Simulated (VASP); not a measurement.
N: single point with r2SCAN+rVV10

Crystal: N.

```
CELL_PARAMETERS angstrom
5.47298 0.00000 0.00000
0.00000 5.47298 0.00000
0.00000 0.00000 5.47298
ATOMIC_POSITIONS crystal
N 0.05753 0.05753 0.05753
N 0.44247 0.94247 0.55753
N 0.55753 0.44247 0.94247
N 0.94247 0.55753 0.44247
N 0.94222 0.94222 0.94222
N 0.55778 0.05778 0.44222
N 0.44222 0.55778 0.05778
N 0.05778 0.44222 0.55778
```

| Item | Value |
| --- | --- |
| Program | VASP 6.6.1 |
| Task | single point |
| Functional | r2SCAN |
| Dispersion | rVV10 |
| Potentials or basis | VASP PAW PBE potentials, release 64 (N_h) |
| Cutoff | 1460 eV |
| k mesh | 4 × 4 × 4 |
| Occupations | fermi-dirac, width 0.02 eV |
| Spin | no spin polarisation |
| Dipole correction | no |
| Further INCAR settings | ALGO = Normal; EDIFF = 1e-06; NBANDS = 30 |

```
Pressure               : -0.1 GPa
Largest force          : 0.003 eV/Å
Band gap on the k mesh : 8.00 eV (least direct gap 8.03 eV)
```

Forces in eV/Å, atoms in the order of the input:
```
N   -0.002 -0.002 -0.002
N    0.002  0.002 -0.002
N   -0.002  0.002  0.002
N    0.002 -0.002  0.002
N    0.002  0.002  0.002
N   -0.002 -0.002  0.002
N    0.002 -0.002 -0.002
N   -0.002  0.002 -0.002
```

Levels at points of the mesh, in eV from the valence-band top:
| k point | band 18 | band 19 | band 20 | band 21 | band 22 | band 23 |
| --- | --- | --- | --- | --- | --- | --- |
| (0.00, 0.00, 0.00) | -0.04 | -0.04 | -0.04 | 8.00 | 8.00 | 8.00 |
| (0.50, 0.00, 0.00) | -0.31 | 0.00 | 0.00 | 8.32 | 8.32 | 8.77 |
| (0.50, 0.50, 0.00) | -0.17 | -0.17 | -0.17 | 8.77 | 8.77 | 8.77 |
| (0.50, 0.50, 0.50) | -0.27 | -0.27 | -0.27 | 8.77 | 8.77 | 8.77 |

It took 35 min on 1 thread of Intel(R) Xeon(R) Platinum 8488C (Sapphire Rapids) (shared host), peak memory 2 GiB.

Caveat: the PAW data sets were made with another functional, which shifts forces and pressure a little. A k mesh can miss the band edges.
